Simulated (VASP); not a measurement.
Set up this calculation in VASP 6.6.1, as the native input.

```yaml
Task: single point
Functional: PBE
Potentials_or_basis: VASP PAW PBE potentials, release 64 (Mg, O)
Cutoff: 520 eV
k_mesh: 9 × 9 × 6
Occupations: gaussian, width 0.05 eV
Spin: no spin polarisation
Dipole_correction: no
Further_INCAR_settings: ALGO = Normal; EDIFF = 1e-07; NBANDS = 16
```

The structure of MgO lies in POSCAR:

```
MgO
1.0
    3.3152854007      0.0000000000      0.0000000000
   -1.6576427004      2.8711213778      0.0000000000
    0.0000000000      0.0000000000      5.1215474231
Mg O
2 2
Direct
    0.3422748310      0.6845496620      0.0063188067
    0.6756081643      0.3512163287      0.5063188067
    0.3197497906      0.6394995812      0.3982811933
    0.6530831239      0.3061662478      0.8982811933
```

This cell differs from its parent crystal: atoms displaced along a vibrational mode.

These files were run (other wordings do the same):

INCAR

```
SYSTEM = MgO
PREC     = Accurate       ! precision mode
ENCUT    = 520            ! plane-wave cutoff, eV
EDIFF    = 1E-7           ! SCF threshold, eV
ISMEAR   = 0              ! smearing method
SIGMA    = 0.05           ! smearing width, eV
LREAL    = .FALSE.        ! projectors in reciprocal space
LASPH    = .TRUE.         ! aspherical terms in the spheres
NELM     = 60             ! most SCF steps
ALGO     = Normal         ! electronic algorithm
ISIF     = 2              ! what is computed and relaxed
LWAVE    = .FALSE.        ! write WAVECAR
LCHARG   = .FALSE.        ! write CHGCAR
GGA      = PE             ! functional
NBANDS   = 16             ! bands
```

KPOINTS

```
regular mesh
0
G
  9 9 6
  0 0 0
```

Potentials or basis: VASP PAW PBE potentials, release 64 (Mg, O).

Launch:

```sh
$ cat potpaw_PBE.64/Mg/POTCAR potpaw_PBE.64/O/POTCAR > POTCAR
$ mpirun -np 1 vasp_std > vasp.out
```

It gave:

```json
{
  "Pressure": "0.9 GPa",
  "Largest force": "1.494 eV/Å",
  "Band gap on the k mesh": "3.36 eV"
}
```

Caveat: the cell differs from its parent crystal (atoms displaced along a vibrational mode); an odd mesh through Γ misses points on the zone boundary, where band edges can lie; forces of over 1 eV/Å act on the atoms, so gaps and moduli don't describe the material at rest.

Wall time 46 s on 1 thread of Intel(R) Xeon(R) 6975P-C (Granite Rapids), with other jobs on the host, peak memory 0.24 GiB.
